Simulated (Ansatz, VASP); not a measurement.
# C in VASP and in Ansatz

INCAR

```
SYSTEM = C
ALGO = Normal
EDIFF = 1E-6
ENCUT = 520
GGA = PE
ISIF = 2
ISMEAR = -1
LASPH = .True.
LCHARG = .False.
LREAL = .False.
LWAVE = .False.
NBANDS = 16
NELM = 80
PREC = Accurate
SIGMA = 0.08
```

KPOINTS

```
k-points
0
Gamma
  15 15 15
  0 0 0
```

Contents of POSCAR:

```
C
1.0
    1.2299994602      0.7101405194     10.9270000000
   -1.2299994602      0.7101405194     10.9270000000
    0.0000000000     -1.4202810389     10.9270000000
C
4
Direct
    0.0500000000      0.0500000000      0.0500000000
    0.9500000000      0.9500000000      0.9500000000
    0.2830000000      0.2830000000      0.2830000000
    0.7170000000      0.7170000000      0.7170000000
```

Input for Ansatz:

```yaml
crystal:
  lattice:
    - [1.2299994602, 0.7101405194, 10.927]
    - [-1.2299994602, 0.7101405194, 10.927]
    - [0.0, -1.4202810389, 10.927]
  atoms:
    - { symbol: C, position: [0.05, 0.05, 0.05] }
    - { symbol: C, position: [0.95, 0.95, 0.95] }
    - { symbol: C, position: [0.283, 0.283, 0.283] }
    - { symbol: C, position: [0.717, 0.717, 0.717] }
kpoints:
  mp_grid: { grid: [15, 15, 15] }
  band_path:
    path:
      - [0.0, 0.0, 0.0]
      - [0.5, 0.5, 0.5]
      - [0.8305175746, 0.1694824254, 0.5]
      - [0.5, -0.1694824254, 0.1694824254]
      - [0.5, 0.0, 0.0]
      - [0.0, 0.0, 0.0]
      - [0.3347412127, -0.3347412127, 0.0]
      - [0.6652587873, 0.0, 0.3347412127]
      - [0.5, 0.0, 0.5]
    npoints: 5
scf:
  occupations: { method: fermi_dirac, width: 0.08 }
hamiltonian:
  xc: pbe
  pseudopotentials: { kind: all_electron, lapw: { basis_error: 0.001 } }
output:
  forces: true
  stress: true
  eigenvalues: true
```

Change from the starting cell: zz strain of -2 %.

Alike in both runs: task single point; functional PBE; k mesh 15 × 15 × 15; occupations fermi-dirac, width 0.08 eV; no spin polarisation.

```csv
,VASP,Ansatz
version,VASP 6.6.1,Ansatz 0.2.0
potentials or method,"VASP PAW PBE potentials, release 64 (C), cutoff 520 eV","all-electron LAPW, scalar-relativistic"
```

Ansatz gave:

* pressure (GPa): 1.7
* traceless stress, the component that is largest in VASP (GPa): -0.38
* rms of the force components (eV/Å): 0.106

**Question.** What did VASP give for the same quantities?

**Answer.** Pressure (GPa): 2.0; traceless stress, the component that is largest in VASP (GPa): -0.75; rms of the force components (eV/Å): 0.106.

Atom by atom the forces differ by 0.001 eV/Å (rms over components). Ansatz ran all-electron here, and VASP with PAW potentials.
